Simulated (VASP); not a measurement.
Here is a VASP 6.6.1 calculation.

The input INCAR:

```
SYSTEM = BN
  PREC = Accurate
  ENCUT = 520
  EDIFF = 1E-7
  ISMEAR = 0
  SIGMA = 0.05
  LREAL = .False.
  LASPH = .True.
  NELM = 100
  ALGO = Normal
  ISIF = 2
  LWAVE = .False.
  LCHARG = .False.
  GGA = PS
  NBANDS = 16
```

KPOINTS

```
Automatic mesh
0
Gamma
  12 12 6
  0 0 0
```

The input POSCAR:

```
BN
1.0
    2.3496244336      0.0000000000      0.0000000000
   -1.1748122168      2.0348344488      0.0000000000
    0.0000000000      0.0000000000      4.5650034000
B N
2 2
Direct
    0.6666666667      0.3333333333      0.9997240000
    0.3333333333      0.6666666667      0.4997240000
    0.6666666667      0.3333333333      0.6252760000
    0.3333333333      0.6666666667      0.1252760000
```

Potentials or basis: VASP PAW PBE potentials, release 64 (B, N).

Command:

```bash
$ cat potpaw_PBE.64/B/POTCAR potpaw_PBE.64/N/POTCAR > POTCAR
$ mpirun -np 1 vasp_std > vasp.out
```

**Question.** Predict the band gap on the k mesh.

**Answer.** 3.46 eV, direct.

**Question.** Estimate the pressure.

**Answer.** 46.9 GPa.

**Question.** Estimate the largest force.

**Answer.** 0.098 eV/Å.

Stress tensor (GPa, compression positive):
```
104.72   0.00   0.00
  0.00 104.72   0.00
  0.00   0.00 -68.80
```

Caveat: the cell differs from its parent crystal (strain -0.080 along x and y, +0.080 along z); the PAW data sets were made with another functional, which shifts forces and pressure a little. A k mesh can miss the band edges.
